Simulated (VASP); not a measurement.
A run of VASP 6.6.1:

The input INCAR:

```
PREC = Accurate ; ENCUT = 520
EDIFF = 1E-6 ; ISMEAR = 1
SIGMA = 0.1 ; LREAL = F
LASPH = T ; NELM = 60
ALGO = Normal ; ISIF = 2
LWAVE = F ; LCHARG = F
GGA = CA ; NBANDS = 22
```

Contents of KPOINTS:

```
Automatic mesh
0
Gamma
  7 7 4
```

Contents of POSCAR:

```
Ti2O
1.0
    2.9194000000      0.0000000000      0.0000000000
   -1.4597000000      2.5282750000      0.0000000000
    0.0000000000      0.0000000000      4.7130000000
Ti O
2 1
Direct
    0.6609722999      0.3350465211      0.2643619281
    0.3273401481      0.6688719357      0.7382123985
   -0.0059029653      0.0024039819      0.0013218621
```

Potentials or basis: VASP PAW LDA potentials, release 64 (Ti_sv, O).

Command:

```bash
$ cat potpaw_LDA.64/Ti_sv/POTCAR potpaw_LDA.64/O/POTCAR > POTCAR
$ mpirun -np 1 vasp_std > vasp.out
```

Hardware: 1 thread of Intel Xeon 8259CL, on a shared host.

How long does it take, and how much memory?

It took 100 s on 1 thread of Intel Xeon 8259CL, with other jobs on the host, peak memory 0.19 GiB. Counts: scf iterations 15, k points 99.
